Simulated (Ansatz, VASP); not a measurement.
# Two plane-wave programs on Mg

```
Mg
1.0
     2.92657    0.00000    0.00000
     0.00000    2.92657    0.00000
     0.00000    0.00000   28.44881
Mg
2
Direct
  0.00000 0.00000 0.24339
  0.00000 0.00000 0.35418
```

Alike in both runs: functional PBE; k mesh 6 × 6 × 1; occupations gaussian, width 0.1 eV; no spin polarisation.

Ansatz relaxed the structure, and its values are those at the end. VASP's run is a single point on that final structure, the one shown.

|  | VASP | Ansatz |
| --- | --- | --- |
| version | VASP 6.6.1 | Ansatz 0.2.0 |
| potentials or method | VASP PAW PBE potentials, release 64 (Mg), cutoff 520 eV | scalar-relativistic, plane waves, PAW |
| valence electrons in the cell | 4 | 20 |

Ansatz gave:

| Quantity | Value |
| --- | --- |
| gap on the k mesh at the Fermi level (eV) | none |
| rms of the force components (eV/Å) | 0.002 |

Problem. What did VASP give for the same quantities?

Solution. gap on the k mesh at the Fermi level (eV): none; rms of the force components (eV/Å): 0.004.

A gap of «none» marks a metal or a gap that the smearing closes. The functional is the same, so the differences come from potentials, cutoffs and numerics. VASP's potentials hold 4 valence electrons a cell and Ansatz's 20, so a difference there can come from the potentials and not from the codes. Ansatz's warnings: slab cell height set.
